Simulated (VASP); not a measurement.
Runs of VASP 6.6.1 on TiBMoC2. The structure is that of space group P3m1 (No. 156), or close to it. The cells are those of the table. 

| task | cell | k mesh | cutoff (eV) | k mesh for the DOS | occupations for the DOS | gap on the mesh (eV) | pressure (GPa) | relaxed volume (Å³/atom) | largest force (eV/Å) |
| --- | --- | --- | --- | --- | --- | --- | --- | --- | --- |
| single point | a = 2.974, b = 2.974, c = 6.697 Å, angles 90.0, 90.0, 120.0°, 5 atoms | 12 × 12 × 6 | 520 | - | - | none | (c) | - | 0.02 |
| relaxation of cell and atoms | relaxed from a = 3.789, b = 3.789, c = 6.450 Å, angles 90.0, 90.0, 120.0°, 5 atoms | 6 × 6 × 4 | 600 | - | - | none | 0.1 | (b) | 0.04 |
| single point | a = 2.977, b = 2.977, c = 6.678 Å, angles 90.0, 90.0, 120.0°, 5 atoms | 6 × 6 × 4 | 520 | - | - | none | 0.3 | - | 0.03 |
| relaxation of cell and atoms | relaxed from a = 2.977, b = 2.977, c = 6.678 Å, angles 90.0, 90.0, 120.0°, 5 atoms | 12 × 12 × 6 | 600 | - | - | none | 0.1 | (a) | 0.01 |
| single point | a = 3.789, b = 3.789, c = 6.450 Å, angles 90.0, 90.0, 120.0°, 5 atoms | 6 × 6 × 4 | 520 | - | - | none | -22.4 | - | 3.57 |

Alike in all rows: level PBE; potentials or basis VASP PAW PBE potentials, release 64 (Ti_sv, B, Mo_sv, C); no spin polarisation; smearing gaussian 0.1 eV.

Problem. Estimate the missing entries.

Solution. (a) 10.26; (b) 10.50; (c) 0.2.

Caveats: some runs use coarse meshes; the volume moved by over 15 % at a fixed basis, so the end points are rough (some runs); forces of over 1 eV/Å act on the atoms, so gaps and moduli don't describe the material at rest (some runs).

A k mesh can miss the band edges, and the runs leave out spin-orbit coupling on Mo.

A gap of «none» marks levels without a gap at the run's occupations.
